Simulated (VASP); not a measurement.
Input of a VASP 6.6.1 run:

INCAR

```
PREC = Accurate
ENCUT = 600
EDIFF = 1E-7
ISMEAR = 0
SIGMA = 0.1
LREAL = F
LASPH = T
NELM = 100
ALGO = Normal
ISIF = 3
LWAVE = F
LCHARG = F
GGA = PE
IBRION = 2
NSW = 90
EDIFFG = -0.04
```

The input KPOINTS:

```
regular mesh
0
Gamma
  6 6 4
```

File POSCAR:

```
Hf2Ti
1.0
    3.7752501940      0.0000000000      0.0000000000
   -1.8876250970      3.2694625737      0.0000000000
    0.0000000000      0.0000000000      4.0762668208
Hf Ti
2 1
Direct
    0.3333333333      0.6666666667      0.5000000000
    0.6666666667      0.3333333333      0.5000000000
    0.0000000000      0.0000000000      0.0000000000
```

Potentials or basis: VASP PAW PBE potentials, release 64 (Hf_pv, Ti_sv).

Launch:

```console
$ cat potpaw_PBE.64/Hf_pv/POTCAR potpaw_PBE.64/Ti_sv/POTCAR > POTCAR
$ mpirun -np 1 vasp_std > vasp.out
```

Problem. What does it give for the relaxed cell?

Solution. a = 4.866 Å, b = 4.866 Å, c = 2.982 Å, α = 90.00°, β = 90.00°, γ = 120.00°.

Problem. What does it give for the space group after relaxing (to 0.05 Å)?

Solution. P6/mmm (No. 191).

Problem. What does it give for the relaxed volume?

Solution. 20.38 Å³/atom.

Problem. Predict the band gap on the k mesh.

Solution. Zero (band 16 reaches 6.01 eV, above the bottom of band 17 at 5.30 eV).

The path:
| step | energy change (eV) | largest force (eV/Å) | pressure (GPa) | volume (Å³) |
| --- | --- | --- | --- | --- |
| 1 | 0.0000 | 0.0000 | 57.11 | 50.31 |
| 2 | -3.3314 | 0.0000 | -19.00 | 101.88 |
| 3 | -5.0665 | 0.0000 | -8.87 | 75.56 |
| 4 | -6.9428 | 0.0000 | -6.34 | 66.15 |
| 5 | 27.7172 | 0.0000 | 373.72 | 37.51 |
| 6 | -7.0582 | 0.0000 | -5.77 | 65.39 |
| 7 | -7.3221 | 0.0000 | 4.95 | 58.79 |
| 8 | -7.4121 | 0.0000 | -0.03 | 61.14 |
| 9 | -7.4127 | 0.0000 | 0.56 | 60.83 |
| 10 | -7.4128 | 0.0000 | -0.54 | 61.45 |
| 11 | -7.4133 | 0.0000 | 0.00 | 61.14 |

Caveat: the k points lie up to 0.53 Å⁻¹ apart in the final cell; the volume moved by over 15 % at a fixed basis, so the end points are rough; spin-orbit coupling is left out, which moves the levels of the heavy elements.
